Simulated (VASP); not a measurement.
Wanted: the native input for a VASP 6.6.1 run.

```
Task                   : single point
Functional             : PBE
Potentials or basis    : VASP PAW PBE potentials, release 64 (Li_sv)
Cutoff                 : 520 eV
k mesh                 : 43 × 43 × 43
Occupations            : fermi-dirac, width 0.0612256 eV
Spin                   : no spin polarisation
Dipole correction      : no
Further INCAR settings : ALGO = Normal; EDIFF = 1e-06; NBANDS = 8
```

The structure of Li lies in POSCAR:

```
Li
1.0
    0.0000000000      2.1328308148      2.1328308148
    2.1328308148      0.0000000000      2.1328308148
    2.1328308148      2.1328308148      0.0000000000
Li
1
Direct
    0.0000000000      0.0000000000      0.0000000000
```

This isn't the form of Li at room conditions, which is bcc.

One way to write it, as run:

INCAR

```
SYSTEM = Li
ALGO     = Normal         ! electronic algorithm
EDIFF    = 1E-6           ! SCF threshold, eV
ENCUT    = 520            ! plane-wave cutoff, eV
GGA      = PE             ! functional
ISIF     = 2              ! what is computed and relaxed
ISMEAR   = -1             ! smearing method
LASPH    = .TRUE.         ! aspherical terms in the spheres
LCHARG   = .FALSE.        ! write CHGCAR
LREAL    = .FALSE.        ! projectors in reciprocal space
LWAVE    = .FALSE.        ! write WAVECAR
NBANDS   = 8              ! bands
NELM     = 80             ! most SCF steps
PREC     = Accurate       ! precision mode
SIGMA    = 0.06122561905347299 ! smearing width, eV
```

KPOINTS

```
k-points
0
G
  43 43 43
  0 0 0
```

Potentials or basis: VASP PAW PBE potentials, release 64 (Li_sv).

Launch:

```sh
$ cat potpaw_PBE.64/Li_sv/POTCAR > POTCAR
$ mpirun -np 1 vasp_std > vasp.out
```

It gave:

* Band gap on the k mesh: zero (an odd number of electrons rules out a gap without spin polarisation)

Wall time 110 s on 1 thread of Intel(R) Xeon(R) Platinum 8259CL CPU @ 2.50GHz (Skylake/Cascade Lake) (shared host), peak memory 0.33 GiB.
